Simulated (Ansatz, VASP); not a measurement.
One calculation of CsCl, two programs

File INCAR:

```
SYSTEM = CsCl
  ALGO = Normal
  EDIFF = 1E-6
  ENCUT = 500
  GGA = PS
  GGA_COMPAT = .FALSE.
  ISIF = 2
  ISMEAR = -1
  LASPH = .TRUE.
  LCHARG = .FALSE.
  LREAL = .FALSE.
  LWAVE = .FALSE.
  NBANDS = 15
  NELM = 120
  PREC = Accurate
  SIGMA = 0.03
```

KPOINTS

```
k-points
0
G
  6 6 6
  0 0 0
```

The input POSCAR:

```
CsCl
1.0
    4.0953280253      0.0000000000      0.0000000000
    0.0000000000      4.0953280253      0.0000000000
    0.0000000000      0.0000000000      4.0953280253
Cs Cl
1 1
Direct
    0.0000000000      0.0000000000      0.0000000000
    0.5000000000      0.5000000000      0.5000000000
```

Input for Ansatz:

```yaml
crystal:
  lattice:
    - [4.0953280253, 0.0, 0.0]
    - [0.0, 4.0953280253, 0.0]
    - [0.0, 0.0, 4.0953280253]
  atoms:
    - { symbol: Cs, position: [0.0, 0.0, 0.0] }
    - { symbol: Cl, position: [0.5, 0.5, 0.5] }
kpoints:
  mp_grid: { grid: [6, 6, 6] }
  band_path:
    path:
      - [0.0, 0.0, 0.0]
      - [0.0, 0.5, 0.0]
      - [0.5, 0.5, 0.0]
      - [0.0, 0.0, 0.0]
      - [0.5, 0.5, 0.5]
      - [0.0, 0.5, 0.0]
      - [0.5, 0.5, 0.5]
      - [0.5, 0.5, 0.0]
    npoints: 5
scf:
  occupations: { method: fermi_dirac, width: 0.03 }
hamiltonian:
  xc: pbesol
  pseudopotentials: { kind: all_electron, lapw: { basis_error: 0.001 } }
output:
  forces: true
  stress: true
  eigenvalues: true
```

Change from the starting cell: volume scaled by 0.98.

Alike in both runs: task single point; functional PBEsol; k mesh 6 × 6 × 6; occupations fermi-dirac, width 0.03 eV; no spin polarisation.

|  | VASP | Ansatz |
| --- | --- | --- |
| version | VASP 6.6.1 | Ansatz 0.2.0 |
| potentials or method | VASP PAW PBE potentials, release 64 (Cs_sv, Cl), cutoff 500 eV | all-electron LAPW, scalar-relativistic |

```tsv
	VASP	Ansatz	Ansatz less VASP
gap on the k mesh at the Fermi level (eV)	5.14	5.15	+0.012
pressure (GPa)	-0.3	-0.3	-0.03
```

VASP's potentials were made for PBE, not for PBEsol. Ansatz ran all-electron here, and VASP with PAW potentials.

Neither program's run includes spin-orbit coupling.
